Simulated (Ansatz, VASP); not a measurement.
**One calculation of In3GaAs4, two programs**

```
In Ga As
1.0
    -3.04231    3.04231    6.07939
     3.04231   -3.04231    6.07939
     3.04231    3.04231   -6.07939
In Ga As
3 1 4
Direct
  0.50000 0.50000 0.00000
  0.25000 0.75000 0.50000
  0.75000 0.25000 0.50000
  0.00000 0.00000 0.00000
  0.11701 0.11701 0.47432
  0.64269 0.64269 0.52568
  0.35731 0.88299 0.00000
  0.88299 0.35731 0.00000
```

Alike in both runs: functional PBE; k mesh 4 × 4 × 4; occupations gaussian, width 0.2 eV; no spin polarisation.

Ansatz relaxed the structure, and its values are those at the end. VASP's run is a single point on that final structure, the one shown.

|  | VASP | Ansatz |
| --- | --- | --- |
| version | VASP 6.6.1 | Ansatz 0.2.0 |
| potentials or method | VASP PAW PBE potentials, release 64 (In_d, Ga_d, As), cutoff 520 eV | scalar-relativistic, plane waves, PAW |
| valence electrons in the cell | 72 | 112 |

VASP gave:

* gap on the k mesh at the Fermi level (eV): none
* pressure (GPa): -0.1
* rms of the force components (eV/Å): 0.011

Which values does Ansatz return?

gap on the k mesh at the Fermi level (eV): none; pressure (GPa): -0.2; rms of the force components (eV/Å): 0.009.

A gap of «none» marks a metal or a gap that the smearing closes. VASP's potentials hold 72 valence electrons a cell and Ansatz's 112, so a difference there can come from the potentials and not from the codes.

The k mesh is coarse, so the values compare programs but aren't converged.
